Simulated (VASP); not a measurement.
# BP (F-43m) in VASP: notebook, part 2 of 2

VASP 6.6.1. Earlier steps stand in the parts before.

## (4) Vibrations by perturbation theory, LDA

This run uses another cell than the first one, of 10.96 Å³/atom, 0.979 times its volume.

The input, INCAR:

```
ALGO = Normal
EDIFF = 1E-8
ENCUT = 520
IBRION = 8
ISIF = 2
ISMEAR = 0
LASPH = T
LCHARG = F
LEPSILON = T
LREAL = F
LWAVE = F
NBANDS = 11
NELM = 80
NSW = 1
PREC = Accurate
SIGMA = 0.01
```

The input, KPOINTS:

```
k-points
0
Gamma
  10 10 10
```

The input, POSCAR:

```
BP
1.0
    0.0000000000      2.2212959679      2.2212959679
    2.2212959679      0.0000000000      2.2212959679
    2.2212959679      2.2212959679      0.0000000000
B P
1 1
Direct
    0.0000000000      0.0000000000      0.0000000000
    0.7500000000      0.7500000000      0.7500000000
```

Potentials or basis: VASP PAW LDA potentials, release 64 (B, P).

Command:

```
> cat potpaw_LDA.64/B/POTCAR potpaw_LDA.64/P/POTCAR > POTCAR
> mpirun -np 1 vasp_std > vasp.out
```

OUTCAR:

```text
EDIFF = 1E-8
   ENCUT = 520
   IBRION = 8
   ISIF = 2
   ISMEAR = 0
   LASPH = T
   LEPSILON = T
   LREAL = F
   NELM = 80
   NSW = 1
   PREC = Accurate

 ion  position               nearest neighbor table
   1  0.000  0.000  0.000-   2 1.92   2 1.92   2 1.92   2 1.92
   2  0.750  0.750  0.750-   1 1.92   1 1.92   1 1.92   1 1.92

  LATTYP: Found a face centered cubic cell.
 ALAT       =     4.4425919358

  Lattice vectors:

 A1 = (   0.0000000000,   2.2212959679,   2.2212959679)
[... 660 lines left out ...]
      3.331944  3.331944  3.331944    -0.508639    0.000000    0.000000
[... 21 lines left out ...]
   6 f/i=    0.000466 THz     0.002926 2PiTHz    0.015534 cm-1     0.001926 meV
             X         Y         Z           dx          dy          dz
      0.000000  0.000000  0.000000     0.000000    0.000000   -0.508639
      3.331944  3.331944  3.331944     0.000000    0.000000   -0.860980

--------------------------------------------------------------------------------------------------------

 MACROSCOPIC STATIC DIELECTRIC TENSOR IONIC CONTRIBUTION
 ------------------------------------------------------
           0.206351     0.000000     0.000000
           0.000000     0.206351     0.000000
           0.000000     0.000000     0.206351
 ------------------------------------------------------

 ELASTIC MODULI CONTR FROM IONIC RELAXATION (kBar)
 Direction    XX          YY          ZZ          XY          YZ          ZX
 --------------------------------------------------------------------------------
 XX          -0.0000     -0.0000     -0.0000      0.0000      0.0000     -0.0000
 YY          -0.0000     -0.0000     -0.0000      0.0000      0.0000      0.0000
 ZZ          -0.0000     -0.0000     -0.0000      0.0000      0.0000     -0.0000
 XY           0.0000      0.0000      0.0000   -296.3386      0.0000      0.0000
 YZ           0.0000      0.0000      0.0000      0.0000   -296.3386      0.0000
 ZX          -0.0000      0.0000     -0.0000      0.0000      0.0000   -296.3386
 --------------------------------------------------------------------------------

 PIEZOELECTRIC TENSOR IONIC CONTR  for field in x, y, z        (C/m^2)
          XX          YY          ZZ          XY          YZ          ZX
  --------------------------------------------------------------------------------
  x    -0.00000    -0.00000    -0.00000     0.00000     0.23269     0.00000
  y     0.00000    -0.00000     0.00000     0.00000     0.00000     0.23269
  z    -0.00000    -0.00000    -0.00000     0.23269     0.00000     0.00000
```

OSZICAR:

```text
N       E                     dE             d eps       ncg     rms          rms(c)
DAV:   1     0.851912909161E+01    0.85191E+01   -0.40449E+03  1034   0.658E+02
DAV:   2    -0.147542296272E+02   -0.23273E+02   -0.22447E+02  1351   0.114E+02
DAV:   3    -0.153652713858E+02   -0.61104E+00   -0.60973E+00  1333   0.162E+01
DAV:   4    -0.153674180802E+02   -0.21467E-02   -0.21466E-02  1159   0.116E+00
[... 145 lines left out ...]
RMM:   7    -0.411098652046E-01    0.26412E-06    0.10871E-07  6474   0.364E-04    0.132E-04
RMM:   8    -0.411093794911E-01    0.48571E-06    0.43419E-08  6533   0.638E-05    0.615E-05
RMM:   9    -0.411093005728E-01    0.78918E-07    0.18273E-07  6701   0.252E-05    0.405E-06
RMM:  10    -0.411093223773E-01   -0.21804E-07    0.40226E-08  6725   0.104E-05    0.496E-06
RMM:  11    -0.411093171332E-01    0.52441E-08    0.48235E-09  5924   0.880E-06    0.269E-07
 Linear response finished
```

Wall time 66 s (1 thread of Intel Xeon 6975P-C (Granite Rapids), shared host); peak memory 0.21 GiB.

What came out:

```yaml
Electronic_dielectric_tensor_diagonal: 9.27
Born_charges_mean_of_the_diagonal: B -0.73; P +0.73 e
Highest_phonon_frequency_at_Γ_LO-TO_splitting_left_out: 846 cm⁻¹
```

Phonon frequencies in cm⁻¹ (negative: imaginary):
```csv
q point,frequencies
"(0.000, 0.000, 0.000)",0 0 0 846 846 846
```

Electronic dielectric tensor:
```
9.27 0.00 0.00
0.00 9.27 0.00
0.00 0.00 9.27
```

Born effective charge tensors (e):
atom 1, B
```
-0.73  0.00  0.00
 0.00 -0.73  0.00
 0.00  0.00 -0.73
```
atom 2, P
```
0.73 0.00 0.00
0.00 0.73 0.00
0.00 0.00 0.73
```

Caveat: the cell wasn't relaxed at this level first, which shifts response properties.

## (5) Vibrations by perturbation theory, LDA

This run uses another cell than the first one, of 10.09 Å³/atom, 0.901 times its volume.

The input, INCAR:

```
SYSTEM = BP
PREC     = Accurate       ! precision mode
ENCUT    = 520            ! plane-wave cutoff, eV
EDIFF    = 1E-8           ! SCF threshold, eV
ISMEAR   = 0              ! smearing method
SIGMA    = 0.01           ! smearing width, eV
LREAL    = .False.        ! projectors in reciprocal space
LASPH    = .True.         ! aspherical terms in the spheres
NELM     = 100            ! most SCF steps
ALGO     = Normal         ! electronic algorithm
ISIF     = 2              ! what is computed and relaxed
LWAVE    = .False.        ! write WAVECAR
LCHARG   = .True.         ! write CHGCAR
GGA      = CA             ! functional
IBRION   = 8              ! ionic algorithm
NSW      = 1              ! ionic steps
LEPSILON = .True.         ! dielectric tensor by DFPT
```

The input, KPOINTS:

```
regular mesh
0
Gamma
  12 12 12
  0 0 0
```

The input, POSCAR:

```
BP
1.0
    0.0000000000      2.1608585558      2.1608585558
    2.1608585558      0.0000000000      2.1608585558
    2.1608585558      2.1608585558      0.0000000000
B P
1 1
Direct
    0.0000000000      0.0000000000      0.0000000000
    0.7500000000      0.7500000000      0.7500000000
```

Potentials or basis: VASP PAW LDA potentials, release 64 (B, P).

Command:

```
> cat potpaw_LDA.64/B/POTCAR potpaw_LDA.64/P/POTCAR > POTCAR
> mpirun -np 1 vasp_std > vasp.out
```

OUTCAR:

```text
SYSTEM = BP
   PREC = Accurate
   ENCUT = 520
   EDIFF = 1E-8
   ISMEAR = 0
   LREAL = .False.
   LASPH = .True.
   NELM = 100
   ISIF = 2
   GGA = CA
   IBRION = 8
   NSW = 1
   LEPSILON = .True.

 ion  position               nearest neighbor table
   1  0.000  0.000  0.000-   2 1.87   2 1.87   2 1.87   2 1.87
   2  0.750  0.750  0.750-   1 1.87   1 1.87   1 1.87   1 1.87

  LATTYP: Found a face centered cubic cell.
 ALAT       =     4.3217171116

  Lattice vectors:

 A1 = (   0.0000000000,   2.1608585558,   2.1608585558)
 A2 = (   2.1608585558,   0.0000000000,   2.1608585558)
 A3 = (   2.1608585558,   2.1608585558,   0.0000000000)

Analysis of symmetry for initial positions (statically):
=====================================================================
 Subroutine PRICEL returns:
 Original cell was already a primitive cell.

 Routine SETGRP: Setting up the symmetry group for a
 face centered cubic supercell.

 Subroutine GETGRP returns: Found 24 space group operations
 (whereof 24 operations were pure point group operations)
 out of a pool of 48 trial point group operations.

The static configuration has the point symmetry T_d .

Analysis of symmetry for dynamics (positions and initial velocities):
=====================================================================
 Subroutine PRICEL returns:
 Original cell was already a primitive cell.

 Routine SETGRP: Setting up the symmetry group for a
 face centered cubic supercell.
[... 522 lines left out ...]

 PIEZOELECTRIC TENSOR (including local field effects)  for field in x, y, z        (C/m^2)
          XX          YY          ZZ          XY          YZ          ZX
  --------------------------------------------------------------------------------
  x     0.00000    -0.00000    -0.00000    -0.00000    -0.36584    -0.00000
  y     0.00000     0.00000    -0.00000     0.00000    -0.00000    -0.36584
  z    -0.00000     0.00000     0.00000    -0.36584     0.00000    -0.00000

 BORN EFFECTIVE CHARGES (including local field effects) (in |e|, cummulative output)
 ---------------------------------------------------------------------------------
 ion    1
    1    -1.00021     0.00000     0.00000
    2     0.00000    -1.00021     0.00000
    3     0.00000    -0.00000    -1.00021
 ion    2
    1     1.00021    -0.00000    -0.00000
    2    -0.00000     1.00021    -0.00000
    3     0.00000     0.00000     1.00021

 INTERNAL STRAIN TENSOR FOR ION    2 for displacements in x,y,z  (eV/Angst):
          X           Y           Z          XY          YZ          ZX
  --------------------------------------------------------------------------------
  x     0.00000     0.00000     0.00000     0.00000    13.24451     0.00000
  y     0.00000     0.00000     0.00000     0.00000     0.00000    13.24451
  z     0.00000     0.00000     0.00000    13.24451     0.00000     0.00000

 SECOND DERIVATIVES (NOT SYMMETRIZED)
 ------------------------------------
               1X          1Y          1Z          2X          2Y          2Z
  1X   -24.832529    0.000000    0.000000   24.832529    0.000000    0.000000
  1Y     0.000000  -24.832529    0.000000    0.000000   24.832529    0.000000
  1Z     0.000000    0.000000  -24.832529    0.000000    0.000000   24.832529
  2X    24.825700    0.000000    0.000000  -24.825700    0.000000    0.000000
  2Y     0.000000   24.825700    0.000000    0.000000  -24.825700    0.000000
  2Z     0.000000    0.000000   24.825700    0.000000    0.000000  -24.825700

 Eigenvectors and eigenvalues of the dynamical matrix
 ----------------------------------------------------

   1 f  =   27.518476 THz   172.903682 2PiTHz  917.917542 cm-1   113.807219 meV
             X         Y         Z           dx          dy          dz
      0.000000  0.000000  0.000000     0.000000    0.861001    0.000000
      3.241288  3.241288  3.241288     0.000000   -0.508602    0.000000
[... 21 lines left out ...]
   6 f/i=    0.001657 THz     0.010412 2PiTHz    0.055277 cm-1     0.006854 meV
             X         Y         Z           dx          dy          dz
      0.000000  0.000000  0.000000     0.000000    0.000000   -0.508602
      3.241288  3.241288  3.241288     0.000000    0.000000   -0.861001

--------------------------------------------------------------------------------------------------------

 MACROSCOPIC STATIC DIELECTRIC TENSOR IONIC CONTRIBUTION
 ------------------------------------------------------
           0.361308    -0.000000    -0.000000
          -0.000000     0.361308    -0.000000
          -0.000000    -0.000000     0.361308
 ------------------------------------------------------

 ELASTIC MODULI CONTR FROM IONIC RELAXATION (kBar)
 Direction    XX          YY          ZZ          XY          YZ          ZX
 --------------------------------------------------------------------------------
 XX           0.0000      0.0000      0.0000      0.0000      0.0000      0.0000
 YY           0.0000      0.0000      0.0000      0.0000      0.0000      0.0000
 ZZ           0.0000      0.0000      0.0000      0.0000      0.0000      0.0000
 XY           0.0000      0.0000      0.0000   -583.0202      0.0000      0.0000
 YZ           0.0000      0.0000      0.0000      0.0000   -583.0202      0.0000
 ZX           0.0000      0.0000      0.0000      0.0000      0.0000   -583.0202
 --------------------------------------------------------------------------------

 PIEZOELECTRIC TENSOR IONIC CONTR  for field in x, y, z        (C/m^2)
          XX          YY          ZZ          XY          YZ          ZX
  --------------------------------------------------------------------------------
  x     0.00000     0.00000     0.00000    -0.00000     0.43187    -0.00000
  y     0.00000     0.00000     0.00000    -0.00000    -0.00000     0.43187
  z     0.00000     0.00000     0.00000     0.43187    -0.00000    -0.00000
```

OSZICAR:

```text
N       E                     dE             d eps       ncg     rms          rms(c)
DAV:   1     0.900839946574E+01    0.90084E+01   -0.43108E+03  1152   0.918E+02
DAV:   2    -0.152081047290E+02   -0.24217E+02   -0.23042E+02  1784   0.118E+02
[... 144 lines left out ...]
RMM:   4    -0.409074558270E-01   -0.36433E-03   -0.36641E-05  7118   0.561E-02    0.928E-03
RMM:   5    -0.408716549523E-01    0.35801E-04    0.43215E-06  7517   0.106E-02    0.431E-03
RMM:   6    -0.408694698839E-01    0.21851E-05    0.14378E-06  7533   0.123E-03    0.317E-03
RMM:   7    -0.408703712759E-01   -0.90139E-06    0.66507E-07  7614   0.697E-04    0.166E-04
RMM:   8    -0.408695540726E-01    0.81720E-06    0.20069E-07  7684   0.172E-04    0.964E-05
RMM:   9    -0.408692828389E-01    0.27123E-06    0.55715E-08  7877   0.647E-05    0.123E-05
RMM:  10    -0.408692899083E-01   -0.70694E-08   -0.69762E-08  7907   0.980E-06    0.836E-06
 Linear response finished
```

It took 3.2 min on 1 thread of Intel Xeon Platinum 8175M at 2.50GHz (Skylake/Cascade Lake), shared host; peak memory 0.23 GiB.

Results:

- Electronic dielectric tensor (diagonal): 9.21
- Born charges (mean of the diagonal): B -1.00; P +1.00 e
- Highest phonon frequency at Γ, LO-TO splitting left out: 918 cm⁻¹

Phonon frequencies in cm⁻¹ (negative: imaginary):
```
              q point        frequencies
(0.000, 0.000, 0.000)  0 0 0 918 918 918
```

Electronic dielectric tensor:
```
9.21 0.00 0.00
0.00 9.21 0.00
0.00 0.00 9.21
```

Born effective charge tensors (e):
atom 1, B
```
-1.00  0.00  0.00
 0.00 -1.00  0.00
 0.00  0.00 -1.00
```
atom 2, P
```
1.00 0.00 0.00
0.00 1.00 0.00
0.00 0.00 1.00
```

Caveat: the cell wasn't relaxed at this level first, which shifts response properties.
